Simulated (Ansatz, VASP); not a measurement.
## Si2Ni: VASP beside Ansatz

INCAR

```
ALGO     = Normal         # electronic algorithm
EDIFF    = 1E-6           # SCF threshold, eV
ENCUT    = 600            # plane-wave cutoff, eV
GGA      = PE             # functional
GGA_COMPAT= F            
ISIF     = 2              # what is computed and relaxed
ISMEAR   = 0              # smearing method
LASPH    = T              # aspherical terms in the spheres
LCHARG   = F              # write CHGCAR
LREAL    = F              # projectors in reciprocal space
LWAVE    = F              # write WAVECAR
NBANDS   = 16             # bands
NELM     = 120            # most SCF steps
PREC     = Accurate       # precision mode
SIGMA    = 0.1            # smearing width, eV
```

Contents of KPOINTS:

```
k-points
0
Gamma
  6 6 6
```

POSCAR

```
Si2Ni
1.0
    0.0000000000      2.6931550400      2.6931550400
    2.6931550400      0.0000000000      2.6931550400
    2.6931550400      2.6931550400      0.0000000000
Si Ni
2 1
Direct
    0.2500000000      0.2500000000      0.2500000000
    0.7500000000      0.7500000000      0.7500000000
    0.0000000000      0.0000000000      0.0000000000
```

Input for Ansatz:

```yaml
crystal:
  lattice:
    - [0.0, 2.69315504, 2.69315504]
    - [2.69315504, 0.0, 2.69315504]
    - [2.69315504, 2.69315504, 0.0]
  atoms:
    - { symbol: Si, position: [0.25, 0.25, 0.25] }
    - { symbol: Si, position: [0.75, 0.75, 0.75] }
    - { symbol: Ni, position: [0.0, 0.0, 0.0] }
basis:
  ecutwfc: 420
kpoints:
  mp_grid: { grid: [6, 6, 6] }
hamiltonian:
  xc: pbe
scf:
  occupations: { method: gaussian, width: 0.1 }
output:
  forces: true
  stress: true
  eigenvalues: true
```

Alike in both runs: task single point; functional PBE; k mesh 6 × 6 × 6; occupations gaussian, width 0.1 eV; no spin polarisation.

```csv
,VASP,Ansatz
version,VASP 6.6.1,Ansatz 0.2.0
potentials or method,"VASP PAW PBE potentials, release 64 (Si, Ni), cutoff 600 eV","scalar-relativistic, plane waves, PAW"
valence electrons in the cell,18,26
```

```csv
,VASP,Ansatz,Ansatz less VASP
gap on the k mesh at the Fermi level (eV),none,none,-
pressure (GPa),5.6,5.7,+0.14
```

A gap of «none» marks a metal or a gap that the smearing closes. VASP's potentials hold 18 valence electrons a cell and Ansatz's 26, so a difference there can come from the potentials and not from the codes.
